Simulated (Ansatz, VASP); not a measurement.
## One calculation of Hf, two programs

```
Hf
1.0
     3.06783    0.00000    0.00000
    -1.53392    2.65682    0.00000
     0.00000    0.00000    9.81161
Hf
4
Direct
  0.00000 0.00000 0.00000
  0.00000 0.00000 0.50000
  0.33333 0.66667 0.25000
  0.66667 0.33333 0.75000
```

Alike in both runs: task single point; functional PBEsol; k mesh 13 × 13 × 4; occupations fermi-dirac, width 0.1 eV; no spin polarisation.

```csv
,VASP,Ansatz
version,VASP 6.6.1,Ansatz 0.2.0
potentials or method,"VASP PAW PBE potentials, release 64 (Hf_pv), cutoff 520 eV","plane waves (420 eV) with PAW, scalar-relativistic"
valence electrons in the cell,40,104
```

VASP gave:

- pressure (GPa): 10.2
- traceless stress, the component that is largest in VASP (GPa): 0.26

Q: What did Ansatz give for the same quantities?

A: Pressure (GPa): 10.6; traceless stress, the component that is largest in VASP (GPa): 0.32.

VASP's potentials were made for PBE, not for PBEsol, and Ansatz warns of the same on its side. VASP's potentials hold 40 valence electrons a cell and Ansatz's 104, so a difference there can come from the potentials and not from the codes.

Spin-orbit coupling is off throughout.
